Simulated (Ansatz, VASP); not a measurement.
## One calculation of W, two programs

INCAR

```
  PREC = Accurate
  ENCUT = 520
  EDIFF = 1E-6
  ISMEAR = 0
  SIGMA = 0.15
  LREAL = False
  LASPH = True
  NELM = 100
  ALGO = Fast
  ISIF = 2
  LWAVE = False
  LCHARG = False
  NBANDS = 13
```

File KPOINTS:

```
Automatic mesh
0
Gamma
  22 22 22
```

Contents of POSCAR:

```
W
1.0
    0.0000000000      1.9595309607      2.1721400700
    1.9595309607      0.0000000000      2.1721400700
    1.9595309607      1.9595309607      0.0000000000
W
1
Direct
    0.0000000000      0.0000000000      0.0000000000
```

Input for Ansatz:

```yaml
crystal:
  lattice:
    - [0.0, 1.9595309607, 2.17214007]
    - [1.9595309607, 0.0, 2.17214007]
    - [1.9595309607, 1.9595309607, 0.0]
  atoms:
    - { symbol: W, position: [0.0, 0.0, 0.0] }
basis:
  ecutwfc: 420
kpoints:
  mp_grid: { grid: [22, 22, 22] }
hamiltonian:
  xc: lda
  pseudopotentials: { kind: paw, azcp: { folder: soft_1 } }
scf:
  occupations: { method: gaussian, width: 0.15 }
output:
  forces: true
  stress: true
  eigenvalues: true
```

Alike in both runs: task single point; functional LDA; k mesh 22 × 22 × 22; occupations gaussian, width 0.15 eV; no spin polarisation.

|  | VASP | Ansatz |
| --- | --- | --- |
| version | VASP 6.6.1 | Ansatz 0.2.0 |
| potentials or method | VASP PAW LDA potentials, release 64 (W_sv), cutoff 520 eV | scalar-relativistic, plane waves, PAW |
| valence electrons in the cell | 14 | 14 |

Ansatz gave:

- gap on the k mesh at the Fermi level (eV): none
- pressure (GPa): -17.0
- traceless stress, the component that is largest in VASP (GPa): 7.14

Which values does VASP return?

gap on the k mesh at the Fermi level (eV): none; pressure (GPa): -15.7; traceless stress, the component that is largest in VASP (GPa): 7.07.

Ansatz warns that its potentials were made for another functional, while VASP's fit it. LDA's correlation is that of Perdew and Zunger in VASP and of Perdew and Wang (1992) in Ansatz. A gap of «none» marks a metal or a gap that the smearing closes.

Neither program's run includes spin-orbit coupling.
